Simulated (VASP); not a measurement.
# Os3Au in VASP: further runs

Os3Au is run at these levels: PBE; tasks: single point.

Program: VASP 6.6.1. These are calculated values, not measurements. Logs are shortened: lines on timing, memory, paths and dates and some standing lists are left out, and cuts for length are marked.

### Step 1. The cell of the first run

The typed cell holds 8 atoms: a = 2.763 Å, b = 2.763 Å, c = 15.841 Å, α = 90.00°, β = 90.00°, γ = 90.00°.

### Step 2. Single point, PBE

Contents of INCAR:

```
SYSTEM = Os3Au
PREC     = Accurate       ! precision mode
ENCUT    = 520            ! plane-wave cutoff, eV
EDIFF    = 1E-6           ! SCF threshold, eV
ISMEAR   = 0              ! smearing method
SIGMA    = 0.2            ! smearing width, eV
LREAL    = .False.        ! projectors in reciprocal space
LASPH    = .True.         ! aspherical terms in the spheres
NELM     = 100            ! most SCF steps
ALGO     = Fast           ! electronic algorithm
ISIF     = 2              ! what is computed and relaxed
LWAVE    = .False.        ! write WAVECAR
LCHARG   = .False.        ! write CHGCAR
GGA      = PE             ! functional
NBANDS   = 45             ! bands
```

Contents of KPOINTS:

```
regular mesh
0
Gamma
  8 8 2
  0 0 0
```

Contents of POSCAR:

```
Os3Au
1.0
    2.7631410457      0.0000907065     -0.0000461985
    0.0000914222      2.7630113831     -0.0000510370
    0.0000973700      0.0000997085     15.8408422153
Os Au
6 2
Direct
    0.5003601442      0.4997618768      0.1170202636
    0.4996622278      0.5002016614      0.6169936853
    1.0001121657      0.0000051380      0.0000126550
    0.9998787304      0.0000536552      0.5000021965
    0.4996903399      0.5002186785      0.3829815584
    0.5002107725      0.4997042612      0.8829906188
    0.0001661311      0.0000810402      0.2500065510
   -0.0000805115     -0.0000263114      0.7499924714
```

Potentials or basis: VASP PAW PBE potentials, release 64 (Os, Au).

The run is started by

```bash
cat potpaw_PBE.64/Os/POTCAR potpaw_PBE.64/Au/POTCAR > POTCAR
mpirun -np 1 vasp_std > vasp.out
```

OUTCAR:

```text
SYSTEM = Os3Au
   PREC = Accurate
   ENCUT = 520
   EDIFF = 1E-6
   ISMEAR = 0
   LREAL = .False.
   LASPH = .True.
   NELM = 100
   ISIF = 2
   GGA = PE

 ion  position               nearest neighbor table
   1  0.500  0.500  0.117-   3 2.69   3 2.69   3 2.69   3 2.69   7 2.87   7 2.87   7 2.87   7 2.87

   2  0.500  0.500  0.617-   4 2.69   4 2.69   4 2.69   4 2.69   8 2.87   8 2.87   8 2.87   8 2.87

   3  0.000  0.000  0.000-   1 2.69   6 2.69   6 2.69   1 2.69   1 2.69   6 2.69   1 2.69   6 2.69

   4  1.000  0.000  0.500-   2 2.69   5 2.69   2 2.69   2 2.69   5 2.69   5 2.69   2 2.69   5 2.69

   5  0.500  0.500  0.383-   4 2.69   4 2.69   4 2.69   4 2.69   7 2.87   7 2.87   7 2.87   7 2.87

   6  0.500  0.500  0.883-   3 2.69   3 2.69   3 2.69   3 2.69   8 2.87   8 2.87   8 2.87   8 2.87

   7  0.000  0.000  0.250-   5 2.87   1 2.87   5 2.87   1 2.87   1 2.87   5 2.87   1 2.87   5 2.87

   8  1.000  1.000  0.750-   6 2.87   2 2.87   2 2.87   6 2.87   6 2.87   2 2.87   2 2.87   6 2.87

  LATTYP: Found a simple monoclinic cell.
 ALAT       =     2.7631410476
 B/A-ratio  =     5.7329111845
 C/A-ratio  =     1.4141337723
 COS(beta)  =    -0.7071000687

  Lattice vectors:

 A1 = (   2.7631410457,   0.0000907065,  -0.0000461985)
 A2 = (  -0.0000973700,  -0.0000997085, -15.8408422153)
 A3 = (  -2.7630496235,   2.7629206766,  -0.0000048385)

Analysis of symmetry for initial positions (statically):
=====================================================================
 Subroutine PRICEL returns:
 Original cell was already a primitive cell.

 Routine SETGRP: Setting up the symmetry group for a
 simple monoclinic supercell.

 Subroutine GETGRP returns: Found  1 space group operations
 (whereof  1 operations were pure point group operations)
 out of a pool of  4 trial point group operations.

The static configuration has the point symmetry C_1 .

Analysis of symmetry for dynamics (positions and initial velocities):
=====================================================================
 Subroutine PRICEL returns:
 Original cell was already a primitive cell.

 Routine SETGRP: Setting up the symmetry group for a
 simple monoclinic supercell.

 Subroutine GETGRP returns: Found  1 space group operations
 (whereof  1 operations were pure point group operations)
 out of a pool of  4 trial point group operations.

The dynamic configuration has the point symmetry C_1 .

 Subroutine INISYM returns: Found  1 space group operations
 (whereof  1 operations are pure point group operations),
 and found     1 'primitive' translations

----------------------------------------------------------------------------------------

                                     Primitive cell

  volume of cell :     120.9383

  direct lattice vectors                    reciprocal lattice vectors
     2.763141046  0.000090707 -0.000046199     0.361906969 -0.000011975 -0.000002224
     0.000091422  2.763011383 -0.000051037    -0.000011881  0.361923953 -0.000002278
     0.000097370  0.000099708 15.840842215     0.000001055  0.000001166  0.063127957

  length of vectors
     2.763141048  2.763011385 15.840842216     0.361906969  0.361923953  0.063127957

  position of ions in fractional coordinates (direct lattice)
     0.500360144  0.499761877  0.117020264
     0.499662228  0.500201661  0.616993685
     0.000112166  0.000005138  0.000012655
     0.999878730  0.000053655  0.500002196
     0.499690340  0.500218678  0.382981558
     0.500210772  0.499704261  0.882990619
     0.000166131  0.000081040  0.250006551
     0.999919488  0.999973689  0.749992471

  ion indices of the primitive-cell ions
   primitive index   ion index
                 1           1
                 2           2
                 3           3
                 4           4
                 5           5
                 6           6
                 7           7
                 8           8

----------------------------------------------------------------------------------------

 KPOINTS: regular mesh

Automatic generation of k-mesh.
 Grid dimensions read from file:
 generate k-points for:    8    8    2

 Generating k-lattice:

  Cartesian coordinates                     Fractional coordinates (reciprocal lattice)
     0.045238371 -0.000001497 -0.000000278     0.125000000 -0.000000000  0.000000000
    -0.000001485  0.045240494 -0.000000285    -0.000000000  0.125000000  0.000000000
     0.000000528  0.000000583  0.031563978    -0.000000000  0.000000000  0.500000000

  Length of vectors
     0.045238371  0.045240494  0.031563978

  Shift w.r.t. Gamma in fractional coordinates (k-lattice)
     0.000000000  0.000000000  0.000000000

 Subroutine IBZKPT returns following result:
 ===========================================

 Found     68 irreducible k-points:

 Following reciprocal coordinates:
            Coordinates               Weight
  0.000000  0.000000  0.000000      1.000000
  0.125000  0.000000 -0.000000      2.000000
  0.250000  0.000000 -0.000000      2.000000
  0.375000  0.000000 -0.000000      2.000000
  0.500000  0.000000 -0.000000      1.000000
  0.000000  0.125000  0.000000      2.000000
[... 16 lines left out ...]
  0.125000  0.375000 -0.000000      2.000000
  0.250000  0.375000  0.000000      2.000000
 [... further k-points ...]
   k-points           NKPTS =     68   k-points in BZ     NKDIM =     68   number of bands    NBANDS=     45
   number of dos      NEDOS =    301   number of ions     NIONS =      8
   total plane-waves  NPLWV =  69120
   dimension x,y,z NGX =    24 NGY =   24 NGZ =  120
   dimension x,y,z NGXF=    48 NGYF=   48 NGZF=  240
   ions per type =               6   2
   NGX,Y,Z   is equivalent  to a cutoff of  14.44, 14.44, 12.59 a.u.
   NGXF,Y,Z  is equivalent  to a cutoff of  28.88, 28.88, 25.19 a.u.
 SYSTEM =  Os3Au
   PREC   = accura    normal or accurate (medium, high low for compatibility)
   ISTART =      0    job   : 0-new  1-cont  2-samecut
   ICHARG =      2    charge: 1-file 2-atom 10-const
   ISPIN  =      1    spin polarized calculation?
   LNONCOLLINEAR =      F non collinear calculations
   LSORBIT =      F    spin-orbit coupling
   LASPH  =      T    aspherical Exc in radial PAW
   ENCUT  =  520.0 eV  38.22 Ry    6.18 a.u.   5.14  5.14 29.45*2*pi/ulx,y,z
   NELM   =    100;   NELMIN=  2; NELMDL= -5     # of ELM steps
   EDIFF  = 0.1E-05   stopping-criterion for ELM
   LREAL  =      F    real-space projection
   EDIFFG = 0.1E-04   stopping-criterion for IOM
   NSW    =      0    number of steps for IOM
   IBRION =     -1    ionic relax: 0-MD 1-quasi-New 2-CG
   NFREE  =      0    steps in history (QN), initial steepest desc. (CG)
   ISIF   =      2    stress and relaxation
   ISYM   =      2    0-nonsym 1-usesym 2-fastsym
   POTIM  = 0.5000    time-step for ionic-motion
   TEBEG  =    0.0;   TEEND  =   0.0 temperature during run
   PSTRESS=    0.0 pullay stress
   NELECT =      70.0000    total number of electrons
   NUPDOWN=      -1.0000    fix difference up-down
   EMIN   =  10.00;   EMAX   =-10.00  energy-range for DOS
   EFERMI =   0.00;   METHOD = LEGACY
   ISMEAR =     0;   SIGMA  =   0.20  broadening in eV -4-tet -1-fermi 0-gaus
   EFERMI_NEDOS =   21; number of points for ismear=-14 and -15
   IALGO  =     68    algorithm
   IMIX   =      4    mixing-type and parameters
     AMIX     =   0.40;   BMIX     =  1.00
     AMIX_MAG =   1.60;   BMIX_MAG =  1.00
  volume/ion in A,a.u.               =      15.12       102.02
  Fermi-wavevector in a.u.,A,eV,Ry     =   1.364330  2.578210 25.325845  1.861397
  Thomas-Fermi vector in A             =   2.490655
   LORBIT       =      0    0 simple, 1 ext, 2 COOP (PROOUT), +10 PAW based schemes
   GGA     = PE    functional components
   LHFCALC =     F    Hartree Fock is set to
   AEXX    =    0.0000 exact exchange contribution
   IVDW    =     0    specifies the selected vdW correction
   LEPSILON=     F    determine dielectric tensor
   LRPA    =     F    only Hartree local field effects (RPA)
 non-spin polarized calculation
 RMM-DIIS sequential band-by-band and
 Gauss-broadening in eV      SIGMA  =   0.20
  energy-cutoff  :      520.00
  volume of cell :      120.94
 maximum number of plane-waves:      3284
 NGX is ok and might be reduce to    24

 number of electron      70.0000001 magnetization

 Free energy of the ion-electron system (eV)
  ---------------------------------------------------
  ext. energy  EPLUGINS =         0.00000000
  ---------------------------------------------------
  free energy    TOTEN  =       -70.79444540 eV

  energy without entropy =      -70.62948731  energy(sigma->0) =      -70.71196636

 E-fermi :   9.1002     XC(G=0): -13.5559

 val. band max:        9.0866240078   @ k =   0.0000   0.0000   0.0000
 cond. band min:       9.1276869560   @ k =   0.3750   0.3750   0.0000
 fundamental gap:      0.0410629482
 Fermi energy:         9.1002286945

 k-point     1 :       0.0000    0.0000    0.0000
  band No.  band energies     occupation
      1      -1.3400      2.00000
      2      -0.5929      2.00000
      3      -0.4160      2.00000
      4       1.1741      2.00000
      5       1.7062      2.00000
      6       1.8007      2.00000
[... 37 lines left out ...]
     44      10.9446      0.00000
     45      11.0776      0.00000

 k-point     2 :       0.1250    0.0000   -0.0000
  band No.  band energies     occupation
      1      -0.9031      2.00000
      2      -0.1956      2.00000
      3      -0.0565      2.00000
      4       1.4635      2.00000
      5       1.9454      2.00000
      6       2.0810      2.00000
[... 37 lines left out ...]
     44      10.9167      0.00000
     45      11.2041      0.00000

 k-point     3 :       0.2500    0.0000   -0.0000
  band No.  band energies     occupation
      1       0.2806      2.00000
      2       0.7478      2.00000
      3       0.7842      2.00000
      4       1.7657      2.00000
      5       2.0346      2.00000
      6       2.4382      2.00000
[... 37 lines left out ...]
     44      11.2064      0.00000
     45      11.3045      0.00000

 k-point     4 :       0.3750    0.0000   -0.0000
  band No.  band energies     occupation
      1       1.5579      2.00000
      2       1.5774      2.00000
      3       1.6526      2.00000
      4       1.7319      2.00000
      5       1.8604      2.00000
      6       2.5269      2.00000
[... 901 lines left out ...]
     44      10.9481      0.00000
     45      11.0322      0.00000

 k-point    23 :       0.1250    0.3750   -0.0000
  band No.  band energies     occupation
      1       1.9095      2.00000
      2       1.9442      2.00000
      3       2.0459      2.00000
      4       2.0758      2.00000
      5       2.1898      2.00000
      6       2.8227      2.00000
[... 37 lines left out ...]
     44      11.8347      0.00000
     45      11.9292      0.00000

 k-point    24 :       0.2500    0.3750    0.0000
  band No.  band energies     occupation
      1       2.2527      2.00000
      2       2.4627      2.00000
      3       2.5944      2.00000
      4       2.7490      2.00000
      5       3.0440      2.00000
      6       3.0495      2.00000
[... 37 lines left out ...]
     44      13.0555      0.00000
     45      13.1023      0.00000

 [... further k-points ...]

------------------------ aborting loop because EDIFF is reached ----------------------------------------

  FORCE on cell =-STRESS in cart. coord.  units (eV):
  Direction    XX          YY          ZZ          XY          YZ          ZX
  --------------------------------------------------------------------------------------
  -------------------------------------------------------------------------------------
  Total       -0.0864023     -0.0745506     -0.0437708     -0.0059805      0.0009010     -0.0014781
  in kB       -1.1446481     -0.9876381     -0.5798709     -0.0792291      0.0119363     -0.0195814
  external PRESSURE =      -0.9040524 kB  Pullay stress =       0.0000000 kB

 VOLUME and BASIS-vectors are now :
 -----------------------------------------------------------------------------
  energy-cutoff  :      520.00
  volume of cell :      120.94
      direct lattice vectors                 reciprocal lattice vectors
     2.763141046  0.000090707 -0.000046199     0.361906969 -0.000011975 -0.000002224
     0.000091422  2.763011383 -0.000051037    -0.000011881  0.361923953 -0.000002278
     0.000097370  0.000099708 15.840842215     0.000001055  0.000001166  0.063127957

 POSITION                                       TOTAL-FORCE (eV/Angst)
 -----------------------------------------------------------------------------------
      1.38262      1.38090      1.85365        -0.003092      0.002723     -0.006266
      1.38074      1.38217      9.77365         0.002636     -0.001565     -0.002791
      0.00031      0.00001      0.00020         0.002185     -0.004154     -0.001515
      2.76285      0.00029      7.92041        -0.002269      0.002167     -0.002179
      1.38080      1.38219      6.06670         0.002737     -0.001767      0.006582
      1.38228      1.38082     13.98727        -0.000919      0.003355      0.006198
      0.00048      0.00025      3.96031        -0.001666     -0.000826     -0.000686
      2.76308      2.76310     11.88042         0.000388      0.000067      0.000657
 -----------------------------------------------------------------------------------
    total drift:                                0.000001      0.000003      0.000054

  FREE ENERGIE OF THE ION-ELECTRON SYSTEM (eV)
  ---------------------------------------------------
  free  energy   TOTEN  =       -70.7944454014 eV

  energy  without entropy=      -70.6294873088  energy(sigma->0) =      -70.71196636
```

It took 6.8 min on 1 thread of Intel Xeon Platinum 8488C (Sapphire Rapids), shared host; peak memory 0.45 GiB.

What came out:

```
Free energy            : -70.7944 eV
Pressure               : -0.1 GPa
Largest force          : 0.007 eV/Å
Band gap on the k mesh : zero (band 35 reaches 11.65 eV, above the bottom of band 36 at 8.23 eV)
```

Forces on the atoms (eV/Å):
```
Os  -0.003  0.003 -0.006
Os   0.003 -0.002 -0.003
Os   0.002 -0.004 -0.002
Os  -0.002  0.002 -0.002
Os   0.003 -0.002  0.007
Os  -0.001  0.003  0.006
Au  -0.002 -0.001 -0.001
Au   0.000  0.000  0.001
```

Levels at points of the mesh, in eV from the Fermi level:
```tsv
k point	band 32	band 33	band 34	band 35	band 36	band 37	band 38	band 39	band 40	band 41
(0.00, 0.00, 0.00)	-0.65	-0.34	-0.20	-0.13	-0.07	-0.05	-0.01	-0.01	1.09	1.14
(0.50, 0.00, 0.00)	-0.74	-0.68	-0.59	-0.37	-0.06	0.17	0.27	1.51	1.63	1.70
(0.00, 0.50, 0.00)	-0.74	-0.68	-0.59	-0.37	-0.06	0.17	0.27	1.51	1.63	1.70
(0.50, 0.50, 0.00)	1.57	1.57	1.63	1.88	1.88	2.55	2.55	2.91	2.92	2.92
(0.00, 0.00, 0.50)	-0.34	-0.34	-0.34	-0.27	-0.27	-0.06	-0.06	0.99	0.99	1.11
(0.50, 0.00, 0.50)	-1.39	-0.97	-0.97	0.03	0.03	0.10	0.10	1.61	1.62	1.76
(0.00, 0.50, 0.50)	-1.39	-0.97	-0.97	0.03	0.04	0.10	0.10	1.61	1.61	1.76
(0.50, 0.50, 0.50)	1.10	1.39	1.39	2.55	2.55	2.91	2.91	2.92	2.92	3.49
```

Caveat: spin-orbit coupling is left out, which moves the levels of the heavy elements.

### Step 3. Single point, PBE

This run uses another cell than the first one: it holds 4 atoms, not 8.

Contents of INCAR:

```
ALGO = Normal
EDIFF = 1E-7
ENCUT = 520
GGA = PE
ISIF = 2
ISMEAR = 0
LASPH = T
LCHARG = T
LELF = T
LREAL = F
LVHAR = T
LWAVE = F
NBANDS = 26
NELM = 100
PREC = Accurate
SIGMA = 0.1
```

Contents of KPOINTS:

```
k-points
0
Gamma
  14 14 6
```

Contents of POSCAR:

```
Os3Au
1.0
    2.7614283083      0.0000000000      0.0000000000
    0.0000000000      2.7614283083      0.0000000000
    0.0000000000      0.0000000000      7.9396188365
Os Au
3 1
Direct
    0.5000000000      0.5000000000      0.2334481129
    0.0000000000      0.0000000000      0.0000000000
    0.5000000000      0.5000000000      0.7665518871
    0.0000000000      0.0000000000      0.5000000000
```

Potentials or basis: VASP PAW PBE potentials, release 64 (Os, Au).

The run is started by

```bash
cat potpaw_PBE.64/Os/POTCAR potpaw_PBE.64/Au/POTCAR > POTCAR
mpirun -np 1 vasp_std > vasp.out
```

Run time: 84 s. Hardware: 1 thread of Intel Xeon 6975P-C (Granite Rapids), shared host; peak memory 0.33 GiB.

Results (log left out):

```
Free energy : -35.3694 eV
Pressure    : -0.3 GPa
```

Levels at points of the mesh, in eV from the Fermi level:
| k point | band 16 | band 17 | band 18 | band 19 | band 20 | band 21 |
| --- | --- | --- | --- | --- | --- | --- |
| (0.00, 0.00, 0.00) | -0.63 | -0.63 | -0.19 | -0.04 | 1.11 | 1.83 |
| (0.50, 0.00, 0.00) | -0.67 | -0.56 | -0.34 | -0.04 | 1.71 | 1.73 |
| (0.50, 0.50, 0.00) | 1.56 | 1.64 | 1.91 | 1.91 | 2.55 | 2.94 |
| (0.00, 0.00, 0.50) | -0.32 | -0.13 | -0.06 | -0.01 | -0.01 | 1.16 |
| (0.50, 0.00, 0.50) | -2.23 | -0.74 | 0.20 | 0.28 | 1.53 | 1.64 |
| (0.50, 0.50, 0.50) | 0.99 | 1.00 | 2.55 | 2.94 | 2.95 | 4.86 |

Caveat: spin-orbit coupling is left out, which moves the levels of the heavy elements.
